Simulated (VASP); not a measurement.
# Li: single point with PBEsol

The system is Li.

```
Li
1.0
    -2.04748    1.68482    1.51874
     1.68482   -2.04748    1.51874
     3.82853    3.82853   -2.18297
Li
2
Direct
  0.95561 0.04439 0.00000
  0.79439 0.20561 0.50000
```

- Program: VASP 6.6.1
- Task: single point
- Functional: PBEsol
- Potentials or basis: VASP PAW PBE potentials, release 64 (Li_sv)
- Cutoff: 520 eV
- k mesh: 15 × 15 × 7
- Occupations: fermi-dirac, width 0.1 eV
- Spin: no spin polarisation
- Dipole correction: no
- Further INCAR settings: ALGO = Normal; EDIFF = 1e-07; NBANDS = 10

```yaml
Band_gap_on_the_k_mesh: zero (bands 3 and 4 overlap by 4.48 eV)
```

Levels at points of the mesh, in eV from the Fermi level:
| k point | band 1 | band 2 | band 3 | band 4 | band 5 | band 6 | band 7 |
| --- | --- | --- | --- | --- | --- | --- | --- |
| (0.00, 0.00, 0.00) | -45.90 | -45.88 | -3.55 | 0.02 | 3.00 | 12.32 | 12.54 |

Wall time 65 s on 1 thread of Intel Xeon 8259CL, with other jobs on the host, peak memory 0.26 GiB.
